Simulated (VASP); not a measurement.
Here is a VASP 6.6.1 calculation.

INCAR

```
SYSTEM = Pt
PREC = Accurate ; ENCUT = 500
EDIFF = 1E-7 ; ISMEAR = 0
SIGMA = 0.1 ; LREAL = .FALSE.
LASPH = .TRUE. ; NELM = 120
ALGO = Normal ; ISIF = 3
LWAVE = .FALSE. ; LCHARG = .FALSE.
GGA = PE ; IBRION = 2
NSW = 100 ; EDIFFG = -0.002
PSTRESS = 2410.0 ; GGA_COMPAT = .FALSE.
NELMIN = 4
```

File KPOINTS:

```
regular mesh
0
G
  20 20 20
  0 0 0
```

POSCAR

```
Pt
1.0
    0.0000000000      1.7555492766      1.7555492766
    1.7555492766      0.0000000000      1.7555492766
    1.7555492766      1.7555492766      0.0000000000
Pt
1
Direct
    0.0000000000      0.0000000000      0.0000000000
```

Potentials or basis: VASP PAW PBE potentials, release 64 (Pt).

The run is started by

```bash
$ cat potpaw_PBE.64/Pt/POTCAR > POTCAR
$ mpirun -np 1 vasp_std > vasp.out
```

Problem. Predict the relaxed cell.

Solution. a = 2.484 Å, b = 2.484 Å, c = 2.484 Å, α = 60.00°, β = 60.00°, γ = 60.00°.

Problem. What does it give for the space group after relaxing (to 0.05 Å)?

Solution. Fm-3m (No. 225).

Problem. Estimate the band gap on the k mesh.

Solution. Zero (band 5 reaches 19.92 eV, above the bottom of band 6 at 15.91 eV).

Problem. Estimate the relaxed volume.

Solution. 10.83 Å³/atom.

Step by step:
| step | energy change (eV) | largest force (eV/Å) | pressure (GPa) | volume (Å³) |
| --- | --- | --- | --- | --- |
| 1 | 0.0000 | 0.0000 | 242.40 | 10.82 |
| 2 | -0.2172 | 0.0000 | 225.32 | 10.97 |
| 3 | -0.0178 | 0.0000 | 241.01 | 10.83 |

Caveat: the cell is relaxed towards a set pressure, so the enthalpy falls and the energy may rise; spin-orbit coupling is left out, which moves the levels of the heavy elements.
